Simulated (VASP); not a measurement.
# Ge (Fd-3m) in VASP: a series of runs, part 2 of 3

VASP 6.6.1. Earlier steps stand in the parts before.

## (3) Single point, RPBE+D3(BJ)

This run uses another cell than the first one, of 22.64 Å³/atom, 1.020 times its volume.

File INCAR:

```
SYSTEM = Ge
PREC = Accurate
ENCUT = 520
EDIFF = 1E-7
ISMEAR = -1
SIGMA = 0.05
LREAL = .False.
LASPH = .True.
NELM = 60
ALGO = Normal
ISIF = 2
LWAVE = .False.
LCHARG = .True.
GGA = RP
IVDW = 12
LELF = .True.
LVHAR = .True.
NBANDS = 21
```

File KPOINTS:

```
Automatic mesh
0
Gamma
  8 8 8
  0 0 0
```

File POSCAR:

```
Ge
1.0
    0.0000000000      2.8289100000      2.8289100000
    2.8289100000      0.0000000000      2.8289100000
    2.8289100000      2.8289100000      0.0000000000
Ge
2
Direct
    0.7500000000      0.7500000000      0.7500000000
    0.5000000000      0.5000000000      0.5000000000
```

Potentials or basis: VASP PAW PBE potentials, release 64 (Ge_d).

Started as:

```bash
$ cat potpaw_PBE.64/Ge_d/POTCAR > POTCAR
$ mpirun -np 1 vasp_std > vasp.out
```

OUTCAR:

```text
SYSTEM = Ge
   PREC = Accurate
   ENCUT = 520
   EDIFF = 1E-7
   ISMEAR = -1
   LREAL = .False.
   LASPH = .True.
   NELM = 60
   ISIF = 2
   GGA = RP
   IVDW = 12
 IVDW          = 12

 ion  position               nearest neighbor table
   1  0.750  0.750  0.750-   2 2.45   2 2.45   2 2.45   2 2.45
   2  0.500  0.500  0.500-   1 2.45   1 2.45   1 2.45   1 2.45

  LATTYP: Found a face centered cubic cell.
 ALAT       =     5.6578200000

  Lattice vectors:

 A1 = (   0.0000000000,   2.8289100000,   2.8289100000)
 A2 = (   2.8289100000,   0.0000000000,   2.8289100000)
 A3 = (   2.8289100000,   2.8289100000,   0.0000000000)

Analysis of symmetry for initial positions (statically):
=====================================================================
 Subroutine PRICEL returns:
 Original cell was already a primitive cell.

 Routine SETGRP: Setting up the symmetry group for a
 face centered cubic supercell.

 Subroutine GETGRP returns: Found 48 space group operations
 (whereof 24 operations were pure point group operations)
 out of a pool of 48 trial point group operations.

The static configuration has the point symmetry T_d .
 The point group associated with its full space group is O_h .

Analysis of symmetry for dynamics (positions and initial velocities):
[... 159 lines left out ...]

 E-fermi :   5.1990     XC(G=0):  -9.7488

 val. band max:        5.1035143552   @ k =   0.0000   0.0000   0.0000
 cond. band min:       5.2535710950   @ k =   0.0000   0.0000   0.0000
 fundamental gap:      0.1500567398
 Fermi energy:         5.1989537411

 k-point     1 :       0.0000    0.0000    0.0000
  band No.  band energies     occupation
      1     -19.7367      2.00000
      2     -19.7367      2.00000
      3     -19.7367      2.00000
      4     -19.7010      2.00000
      5     -19.7010      2.00000
      6     -19.4913      2.00000
[... 565 lines left out ...]
     20      16.1675      0.00000
     21      16.6415      0.00000

 [... further k-points ...]

------------------------ aborting loop because EDIFF is reached ----------------------------------------

 Edisp (eV)   -2.53232

 E8    (eV) :    -1.6101

  FORCE on cell =-STRESS in cart. coord.  units (eV):
  Direction    XX          YY          ZZ          XY          YZ          ZX
  --------------------------------------------------------------------------------------
  -------------------------------------------------------------------------------------
  Total      -1.26638    -1.26638    -1.26638     0.00000    -0.00000    -0.00000
  in kB     -44.81118   -44.81118   -44.81118     0.00000    -0.00000    -0.00000
  external pressure =      -44.81 kB  Pullay stress =        0.00 kB

 VOLUME and BASIS-vectors are now :
 -----------------------------------------------------------------------------
  energy-cutoff  :      520.00
  volume of cell :       45.28
      direct lattice vectors                 reciprocal lattice vectors
     0.000000000  2.828910000  2.828910000    -0.176746521  0.176746521  0.176746521
     2.828910000  0.000000000  2.828910000     0.176746521 -0.176746521  0.176746521
     2.828910000  2.828910000  0.000000000     0.176746521  0.176746521 -0.176746521

 POSITION                                       TOTAL-FORCE (eV/Angst)
 -----------------------------------------------------------------------------------
      4.24336      4.24336      4.24336        -0.000000     -0.000000     -0.000000
      2.82891      2.82891      2.82891         0.000000      0.000000      0.000000
 -----------------------------------------------------------------------------------
    total drift:                                0.000000     -0.000000     -0.000000

  FREE ENERGIE OF THE ION-ELECTRON SYSTEM (eV)
  ---------------------------------------------------
  free  energy   TOTEN  =       -10.8298956890 eV

  energy  without entropy=      -10.8294205934  energy(sigma->0) =      -10.82965814
```

OSZICAR:

```text
N       E                     dE             d eps       ncg     rms          rms(c)
DAV:   1     0.201412392961E+03    0.20141E+03   -0.14624E+04  1390   0.365E+03
DAV:   2     0.208943223398E+02   -0.18052E+03   -0.17495E+03  1218   0.653E+02
DAV:   3    -0.738576336650E+01   -0.28280E+02   -0.28122E+02  1358   0.146E+02
DAV:   4    -0.833861025707E+01   -0.95285E+00   -0.95223E+00  1413   0.315E+01
DAV:   5    -0.835406539185E+01   -0.15455E-01   -0.15455E-01  1338   0.448E+00    0.341E+00
DAV:   6    -0.831087226746E+01    0.43193E-01   -0.20751E-02  1414   0.149E+00    0.202E+00
DAV:   7    -0.829420139382E+01    0.16671E-01   -0.46125E-02  1364   0.205E+00    0.171E-01
DAV:   8    -0.829705420468E+01   -0.28528E-02   -0.65555E-03  1393   0.929E-01    0.474E-02
DAV:   9    -0.829749120304E+01   -0.43700E-03   -0.53074E-04  1308   0.194E-01    0.177E-02
DAV:  10    -0.829756777836E+01   -0.76575E-04   -0.13775E-04  1353   0.102E-01    0.813E-03
DAV:  11    -0.829757547741E+01   -0.76991E-05   -0.26534E-05  1313   0.590E-02    0.242E-03
DAV:  12    -0.829757545622E+01    0.21191E-07   -0.80951E-07  1155   0.105E-02
   1 F= -.10829896E+02 E0= -.10829658E+02  d E =-.475096E-03
```

stdout:

```text
POSCAR found type information on POSCAR Ge
 POSCAR found :  1 types and       2 ions
 scaLAPACK will be used
 -----------------------------------------------------------------------------
|                                                                             |
|                                                                             |
|     You enforced a specific xc type in the INCAR file but a different       |
|     I HOPE YOU KNOW WHAT YOU ARE DOING!                                     |
|                                                                             |
 -----------------------------------------------------------------------------

 LDA part: xc-table for (Slater+PW92), standard interpolation
 POSCAR, INCAR and KPOINTS ok, starting setup
 FFT: planning ... GRIDC
 FFT: planning ... GRID_SOFT
 FFT: planning ... GRID
 WAVECAR not read
 entering main loop
```

Run time: 31 s. Hardware: 1 thread of Intel Xeon 6975P-C, shared host; peak memory 0.17 GiB.

Results:

* Free energy: -10.8299 eV
* Pressure: -4.5 GPa
* Band gap on the k mesh: 0.15 eV, direct
* Dispersion energy per atom: -1.266 eV

Caveat: the PAW data sets were made with another functional, which shifts forces and pressure a little. A k mesh can miss the band edges.

## (4) Single point, revPBE+D4

This run uses another cell than the first one, of 22.64 Å³/atom, 1.020 times its volume.

File INCAR:

```
SYSTEM = Ge
PREC     = Accurate       ! precision mode
ENCUT    = 520            ! plane-wave cutoff, eV
EDIFF    = 1E-6           ! SCF threshold, eV
ISMEAR   = -1             ! smearing method
SIGMA    = 0.05           ! smearing width, eV
LREAL    = .FALSE.        ! projectors in reciprocal space
LASPH    = .TRUE.         ! aspherical terms in the spheres
NELM     = 100            ! most SCF steps
ALGO     = Normal         ! electronic algorithm
ISIF     = 2              ! what is computed and relaxed
LWAVE    = .FALSE.        ! write WAVECAR
LCHARG   = .FALSE.        ! write CHGCAR
GGA      = RE             ! functional
IVDW     = 13             ! dispersion correction
NBANDS   = 21             ! bands
```

File KPOINTS:

```
Automatic mesh
0
G
  8 8 8
  0 0 0
```

POSCAR is that of step 3.

Potentials or basis: VASP PAW PBE potentials, release 64 (Ge_d).

Started as:

```bash
$ cat potpaw_PBE.64/Ge_d/POTCAR > POTCAR
$ mpirun -np 1 vasp_std > vasp.out
```

OUTCAR:

```text
SYSTEM = Ge
   PREC = Accurate
   ENCUT = 520
   EDIFF = 1E-6
   ISMEAR = -1
   LREAL = .FALSE.
   LASPH = .TRUE.
   NELM = 100
   ISIF = 2
   GGA = RE
   IVDW = 13

 ion  position               nearest neighbor table
   1  0.750  0.750  0.750-   2 2.45   2 2.45   2 2.45   2 2.45
   2  0.500  0.500  0.500-   1 2.45   1 2.45   1 2.45   1 2.45

  LATTYP: Found a face centered cubic cell.
 ALAT       =     5.6578200000

  Lattice vectors:

 A1 = (   0.0000000000,   2.8289100000,   2.8289100000)
 A2 = (   2.8289100000,   0.0000000000,   2.8289100000)
 A3 = (   2.8289100000,   2.8289100000,   0.0000000000)

Analysis of symmetry for initial positions (statically):
=====================================================================
 Subroutine PRICEL returns:
 Original cell was already a primitive cell.

 Routine SETGRP: Setting up the symmetry group for a
 face centered cubic supercell.

 Subroutine GETGRP returns: Found 48 space group operations
 (whereof 24 operations were pure point group operations)
 out of a pool of 48 trial point group operations.

The static configuration has the point symmetry T_d .
 The point group associated with its full space group is O_h .

Analysis of symmetry for dynamics (positions and initial velocities):
=====================================================================
 Subroutine PRICEL returns:
 Original cell was already a primitive cell.

 Routine SETGRP: Setting up the symmetry group for a
 face centered cubic supercell.

 Subroutine GETGRP returns: Found 48 space group operations
 (whereof 24 operations were pure point group operations)
 out of a pool of 48 trial point group operations.

The dynamic configuration has the point symmetry T_d .
 The point group associated with its full space group is O_h .

 Subroutine INISYM returns: Found 48 space group operations
 (whereof 24 operations are pure point group operations),
 and found     1 'primitive' translations

[... 109 lines left out ...]
   ISMEAR =    -1;   SIGMA  =   0.05  broadening in eV -4-tet -1-fermi 0-gaus
   EFERMI_NEDOS =   21; number of points for ismear=-14 and -15
   IALGO  =     38    algorithm
   IMIX   =      4    mixing-type and parameters
     AMIX     =   0.40;   BMIX     =  1.00
     AMIX_MAG =   1.60;   BMIX_MAG =  1.00
  volume/ion in A,a.u.               =      22.64       152.78
  Fermi-wavevector in a.u.,A,eV,Ry     =   1.394756  2.635708 26.468033  1.945346
  Thomas-Fermi vector in A             =   2.518275
   LORBIT       =      0    0 simple, 1 ext, 2 COOP (PROOUT), +10 PAW based schemes
   GGA     = RE    functional components
   LHFCALC =     F    Hartree Fock is set to
   AEXX    =    0.0000 exact exchange contribution
   IVDW    =    13    specifies the selected vdW correction
   LEPSILON=     F    determine dielectric tensor
   LRPA    =     F    only Hartree local field effects (RPA)
 non-spin polarized calculation
  energy-cutoff  :      520.00
  volume of cell :       45.28
 maximum number of plane-waves:      1243
 NGX is ok and might be reduce to    30
   NGX = 15   NGY = 15   NGZ = 15

 number of electron      28.0000022 magnetization

 Free energy of the ion-electron system (eV)
  ---------------------------------------------------
  ext. energy  EPLUGINS =         0.00000000
  ---------------------------------------------------
  free energy    TOTEN  =        -8.40870710 eV

  energy without entropy =       -8.40816255  energy(sigma->0) =       -8.40843483

 E-fermi :   5.1561     XC(G=0):  -9.7967

 val. band max:        5.0737519207   @ k =   0.0000   0.0000   0.0000
 cond. band min:       5.1936745577   @ k =   0.0000   0.0000   0.0000
 fundamental gap:      0.1199226370
 Fermi energy:         5.1560704536

 k-point     1 :       0.0000    0.0000    0.0000
  band No.  band energies     occupation
      1     -19.7604      2.00000
      2     -19.7604      2.00000
      3     -19.7604      2.00000
      4     -19.7246      2.00000
      5     -19.7246      2.00000
      6     -19.5147      2.00000
[... 565 lines left out ...]
     20      16.1091      0.00000
     21      16.5936      0.00000

 [... further k-points ...]

------------------------ aborting loop because EDIFF is reached ----------------------------------------

  DFT-D4 for vdW energy calculation

  Edisp (eV):   -1.08039

  FORCE on cell =-STRESS in cart. coord.  units (eV):
  Direction    XX          YY          ZZ          XY          YZ          ZX
  --------------------------------------------------------------------------------------
  -------------------------------------------------------------------------------------
  Total       0.19305     0.19305     0.19305    -0.00000    -0.00000    -0.00000
  in kB       6.83112     6.83112     6.83112    -0.00000    -0.00000    -0.00000
  external pressure =        6.83 kB  Pullay stress =        0.00 kB

 VOLUME and BASIS-vectors are now :
 -----------------------------------------------------------------------------
  energy-cutoff  :      520.00
  volume of cell :       45.28
      direct lattice vectors                 reciprocal lattice vectors
     0.000000000  2.828910000  2.828910000    -0.176746521  0.176746521  0.176746521
     2.828910000  0.000000000  2.828910000     0.176746521 -0.176746521  0.176746521
     2.828910000  2.828910000  0.000000000     0.176746521  0.176746521 -0.176746521

 POSITION                                       TOTAL-FORCE (eV/Angst)
 -----------------------------------------------------------------------------------
      4.24336      4.24336      4.24336        -0.000000     -0.000000     -0.000000
      2.82891      2.82891      2.82891         0.000000      0.000000      0.000000
 -----------------------------------------------------------------------------------
    total drift:                                0.000000     -0.000000     -0.000000

  FREE ENERGIE OF THE ION-ELECTRON SYSTEM (eV)
  ---------------------------------------------------
  free  energy   TOTEN  =        -9.4891008146 eV

  energy  without entropy=       -9.4885562663  energy(sigma->0) =       -9.48882854
```

It took 39 s on 1 thread of Intel Xeon 6975P-C, shared host; peak memory 0.17 GiB.

Results:

- Free energy: -9.4891 eV
- Pressure: 0.7 GPa
- Band gap on the k mesh: 0.12 eV, direct
- Dispersion energy per atom: -0.540 eV

Caveat: the PAW data sets were made with another functional, which shifts forces and pressure a little.

## (5) Single point, PBE exchange alone

This run uses another cell than the first one, of 22.64 Å³/atom, 1.020 times its volume.

File INCAR:

```
AGGAC = 0.0
ALDAC = 0.0
ALGO = Normal
EDIFF = 1E-6
ENCUT = 520
GGA = PE
ISIF = 2
ISMEAR = -1
LASPH = T
LCHARG = T
LELF = T
LREAL = F
LVHAR = T
LWAVE = F
NBANDS = 21
NELM = 60
PREC = Accurate
SIGMA = 0.05
```

File KPOINTS:

```
k-points
0
Gamma
  8 8 8
```

POSCAR is that of step 4.

Started as:

```bash
$ cat potpaw_PBE.64/Ge_d/POTCAR > POTCAR
$ mpirun -np 1 vasp_std > vasp.out
```

Run time: 35 s. Hardware: 1 thread of Intel Xeon 6975P-C, shared host; peak memory 0.17 GiB.

It converged, with:

| Property | Result |
| --- | --- |
| Free energy | -5.9646 eV |
| Pressure | 13.6 GPa |
| Band gap on the k mesh | zero (filled and empty bands touch) |

Levels at points of the mesh, in eV from the Fermi level:
```
           k point  band 10  band 11  band 12  band 13  band 14  band 15  band 16  band 17  band 18  band 19
(0.00, 0.00, 0.00)   -24.33   -12.81    -0.14    -0.03    -0.03    -0.03     2.53     2.53     2.53     6.72
(0.50, 0.00, 0.00)   -24.30   -10.74    -7.62    -1.43    -1.43     0.16     3.77     3.77     7.36    10.75
(0.50, 0.50, 0.00)   -24.29    -8.95    -8.95    -3.08    -3.08     0.85     0.85     9.41     9.41    11.66
```

[end of part 2 of 3]
